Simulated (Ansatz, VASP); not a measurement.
**Ru in VASP and in Ansatz**

```xyz
2
Lattice="2.4893 0.0000 0.0000 -1.2447 2.1558 0.0000 0.0000 0.0000 4.6245" Properties=species:S:1:pos:R:3 pbc="T T T"
Ru    0.0000    1.4372    1.1561
Ru    1.2447    0.7186    3.4683
```

Change from the starting cell: strain -0.080 along x and y, +0.080 along z, atoms carried along.

Alike in both runs: task single point; functional PBEsol; k mesh 24 × 24 × 12; occupations gaussian, width 0.15 eV; no spin polarisation.

```csv
,VASP,Ansatz
version,VASP 6.6.1,Ansatz 0.2.0
potentials or method,"VASP PAW PBE potentials, release 64 (Ru_pv), cutoff 520 eV","scalar-relativistic, plane waves, PAW"
valence electrons in the cell,28,32
```

|  | VASP | Ansatz | Ansatz less VASP |
| --- | --- | --- | --- |
| gap on the k mesh at the Fermi level (eV) | none | none | - |
| pressure (GPa) | 40.0 | 39.7 | -0.33 |
| traceless stress, the component that is largest in VASP (GPa) | -64.15 | -63.96 | +0.192 |

VASP's potentials were made for PBE, not for PBEsol. A gap of «none» marks a metal or a gap that the smearing closes. Both programs put the cell under a high pressure, so it lies far from rest at this level. With one functional, cell and mesh, what is left measures potentials, basis and numerics. VASP's potentials hold 28 valence electrons a cell and Ansatz's 32, so a difference there can come from the potentials and not from the codes.
